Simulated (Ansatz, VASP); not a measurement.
**Cr in VASP and in Ansatz**

File INCAR:

```
SYSTEM = Cr
  ALGO = Normal
  EDIFF = 1E-6
  ENCUT = 520
  GGA = PS
  ISIF = 2
  ISMEAR = -1
  LASPH = .True.
  LCHARG = .False.
  LREAL = .False.
  LWAVE = .False.
  NBANDS = 12
  NELM = 60
  PREC = Accurate
  SIGMA = 0.1
```

File KPOINTS:

```
k-points
0
Gamma
  15 15 15
  0 0 0
```

The input POSCAR:

```
Cr
1.0
    2.3373293013      0.0000000000      0.0000000000
    0.0000000000      2.3373293013      0.0000000000
    0.0000000000      0.0000000000      2.3373293013
Cr
1
Direct
    0.0000000000      0.0000000000      0.0000000000
```

Input for Ansatz:

```yaml
crystal:
  lattice:
    - [2.3373293013, 0.0, 0.0]
    - [0.0, 2.3373293013, 0.0]
    - [0.0, 0.0, 2.3373293013]
  atoms:
    - { symbol: Cr, position: [0.0, 0.0, 0.0] }
hamiltonian:
  xc: pbesol
  pseudopotentials:
    kind: paw
    azcp:
      Cr: "pseudopotentials/Cr.paw.azcp"
basis:
  ecutwfc: 420
  fft_grid_basis: typed
kpoints:
  mp_grid: { grid: [15, 15, 15], shift: [0, 0, 0] }
magnetization:
  spin_polarized: false
scf:
  occupations: { method: fermi_dirac, width: 0.1 }
  lower_state_search: "off"
output:
  stress: true
```

Alike in both runs: task single point; functional PBEsol; k mesh 15 × 15 × 15; occupations fermi-dirac, width 0.1 eV; no spin polarisation.

|  | VASP | Ansatz |
| --- | --- | --- |
| version | VASP 6.6.1 | Ansatz 0.2.0 |
| potentials or method | VASP PAW PBE potentials, release 64 (Cr_pv), cutoff 520 eV | plane waves (420 eV) with PAW, scalar-relativistic |
| valence electrons in the cell | 12 | 14 |

|  | VASP | Ansatz | Ansatz less VASP |
| --- | --- | --- | --- |
| pressure (GPa) | -7.1 | -6.9 | +0.18 |

VASP's potentials were made for PBE, not for PBEsol, and Ansatz warns of the same on its side. VASP's potentials hold 12 valence electrons a cell and Ansatz's 14, so a difference there can come from the potentials and not from the codes.
